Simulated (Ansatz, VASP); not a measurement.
**Cr in VASP and in Ansatz**

INCAR

```
PREC = Accurate ; ENCUT = 520
EDIFF = 1E-7 ; ISMEAR = -1
SIGMA = 0.05 ; LREAL = False
LASPH = True ; NELM = 150
ALGO = Normal ; ISIF = 2
LWAVE = False ; LCHARG = True
ISPIN = 2 ; MAGMOM = 3 3
LORBIT = 11 ; NUPDOWN = 6.0
LMAXMIX = 4 ; GGA = PS
LELF = True ; LVHAR = True
NBANDS = 23
```

KPOINTS

```
Automatic mesh
0
Gamma
  11 11 6
```

Contents of POSCAR:

```
Cr
1.0
    1.1470505050     -2.4670251200      0.0000000000
    1.1470505050      2.4670251200      0.0000000000
    0.0000000000      0.0000000000      4.0643107400
Cr
2
Direct
    0.8705325800      0.1294674200      0.7500000000
    0.1294674200      0.8705325800      0.2500000000
```

File input.yaml:

```yaml
crystal:
  lattice:
    - [1.147050505, -2.46702512, 0.0]
    - [1.147050505, 2.46702512, 0.0]
    - [0.0, 0.0, 4.06431074]
  atoms:
    - { symbol: Cr, position: [0.87053258, 0.12946742, 0.75], spin: 3.0 }
    - { symbol: Cr, position: [0.12946742, 0.87053258, 0.25], spin: 3.0 }
hamiltonian:
  xc: pbesol
  pseudopotentials: { kind: paw }
magnetization:
  spin_polarized: true
  initial_magnetization: 6.0
  spin_locking: { lock_magnetization: hard }
kpoints:
  mp_grid: { grid: [11, 11, 6] }
scf:
  occupations: { method: fermi_dirac, width: 0.05 }
  lower_state_search: "off"
output:
  forces: true
  stress: true
  eigenvalues: true
```

Alike in both runs: task single point; functional PBEsol; k mesh 11 × 11 × 6; occupations fermi-dirac, width 0.05 eV; collinear spin; fixed moment 6 μB.

|  | VASP | Ansatz |
| --- | --- | --- |
| version | VASP 6.6.1 | Ansatz 0.2.0 |
| potentials or method | VASP PAW PBE potentials, release 64 (Cr_pv) | Ansatz PAW |
| plane-wave cutoff (eV) | 520 | 420 |
| valence electrons in the cell | 24 | 28 |

Ansatz gave:

```
rms of the force components (eV/Å)                            : 0.385
net moment per atom (μB)                                      : 3.00
size of the moment on the site where the two differ most (μB) : 2.48
```

Q: Which values does VASP return?

A: rms of the force components (eV/Å): 0.386; net moment per atom (μB): 3.00; size of the moment on the site where the two differ most (μB): 2.81.

VASP's potentials were made for PBE, not for PBEsol. Site moments also hang on the region over which each program counts them. Atom by atom the forces differ by 0.001 eV/Å (rms over components). With one functional, cell and mesh, what is left measures potentials, basis and numerics. VASP's potentials hold 24 valence electrons a cell and Ansatz's 28, so a difference there can come from the potentials and not from the codes.
